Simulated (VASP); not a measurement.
# SnO2: single point with r2SCAN

SnO2:

```xyz
3
Lattice="-0.0138 2.5335 2.5335 2.5335 -0.0138 2.5335 2.5197 2.5197 0.0000" Properties=species:S:1:pos:R:3 pbc="T T T"
Sn    0.0000    0.0000    0.0000
O     1.2598    1.2598    1.2682
O     3.7795    3.7795    3.7987
```

This cell differs from its parent crystal: shear xy strain -1.1%.

```yaml
Program: VASP 6.6.1
Task: single point
Functional: r2SCAN
Potentials_or_basis: VASP PAW PBE potentials, release 64 (Sn_d, O)
Cutoff: 520 eV
k_mesh: 8 × 8 × 8
Occupations: gaussian, width 0.01 eV
Spin: no spin polarisation
Dipole_correction: no
Further_INCAR_settings: ALGO = Normal; EDIFF = 1e-07; NBANDS = 20
```

The pressure is 1.4 GPa and the largest force is 0.004 eV/Å. The band gap on the k mesh is 0.86 eV (least direct gap 2.26 eV).

Forces on the atoms (eV/Å):
```
Sn   0.000  0.000  0.000
O    0.000  0.000  0.004
O    0.000  0.000 -0.004
```

Stress tensor (GPa, compression positive):
```
1.40 0.22 0.00
0.22 1.40 0.00
0.00 0.00 1.39
```

Levels at points of the mesh, in eV from the valence-band top:
| k point | band 10 | band 11 | band 12 | band 13 | band 14 | band 15 | band 16 | band 17 |
| --- | --- | --- | --- | --- | --- | --- | --- | --- |
| (0.00, 0.00, 0.00) | -3.00 | -1.47 | -1.44 | -1.40 | 0.86 | 7.77 | 7.89 | 8.01 |
| (0.50, 0.00, 0.00) | -3.47 | -3.46 | -2.20 | -2.19 | 5.53 | 8.59 | 11.33 | 11.47 |
| (0.50, 0.50, 0.00) | -5.62 | -0.22 | -0.19 | -0.13 | 3.85 | 8.10 | 10.48 | 13.29 |
| (0.00, 0.00, 0.50) | -3.50 | -3.48 | -2.22 | -2.21 | 5.56 | 8.65 | 11.33 | 11.47 |
| (0.50, 0.00, 0.50) | -5.65 | -0.21 | -0.21 | -0.13 | 3.85 | 8.09 | 10.48 | 13.37 |

It took 7 min on 1 thread of Intel Xeon 8259CL (shared host), peak memory 0.21 GiB.

Caveat: the cell differs from its parent crystal (shear xy strain -1.1%); the PAW data sets were made with another functional, which shifts forces and pressure a little; spin-orbit coupling is left out, which moves the levels of the heavy elements. A k mesh can miss the band edges.
